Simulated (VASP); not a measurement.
The system is GaP.

```
CELL_PARAMETERS angstrom
0.00000 2.63928 2.79797
2.63928 0.00000 2.79797
2.63928 2.63928 0.00000
ATOMIC_POSITIONS crystal
Ga 0.00000 0.00000 0.00000
P 0.25000 0.25000 0.25000
```

This cell differs from its parent crystal: epitaxial xy strain -3.2%.

Base run:

```yaml
Program: VASP 6.6.1
Functional: r2SCAN
Potentials_or_basis: VASP PAW PBE potentials, release 64 (Ga_d, P)
Cutoff: 520 eV
k_mesh: 8 × 8 × 8
Occupations: gaussian, width 0.01 eV
Spin: no spin polarisation
```

Its results: band gap on the k mesh 1.53 eV, indirect (least direct gap 2.52 eV); pressure 3.5 GPa.

Problem. The run is repeated on the same cell with these changes: functional from r2SCAN to PBE; occupations from gaussian, width 0.01 eV to fermi-dirac, width 0.02 eV. What comes out?

Solution. Band gap on the k mesh 1.29 eV, indirect (least direct gap 1.99 eV); pressure 5.9 GPa.

Caveats: the PAW data sets were made with another functional, which shifts forces and pressure a little (some runs).

A k mesh can miss the band edges.
